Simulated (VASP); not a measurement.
Runs of VASP 6.6.1 on PtSe. The structure is that of space group Fm-3m (No. 225), or close to it. The cells are those of the table. 

```csv
level,cell,gap on the mesh (eV),pressure (GPa)
PBE0,"a = 3.958 Å, angles 60.0°, 2 atoms",none,-16.3
PBEsol-based global hybrid with 25 % exact exchange,"a = 3.694 Å, angles 60.0°, 2 atoms",none,-3.9
PBEsol-based global hybrid with 25 % exact exchange,"a = 3.958 Å, angles 60.0°, 2 atoms",none,-19.4
PBE0,"a = 3.730 Å, angles 60.0°, 2 atoms",none,(a)
```

Alike in all rows: task single point; potentials or basis VASP PAW PBE potentials, release 64 (Pt, Se); no spin polarisation; k mesh 4 × 4 × 4; cutoff (eV) 520; smearing fermi-dirac 0.05 eV.

Q: Fill in the values left out.

A: (a) -3.7.

Caveats: all runs use coarse meshes; the PAW data sets were made with another functional, which shifts forces and pressure a little; spin-orbit coupling is left out, which moves the levels of the heavy elements.

A k mesh can miss the band edges, and the runs leave out spin-orbit coupling on Pt, Se.

A gap of «none» marks levels without a gap at the run's occupations.
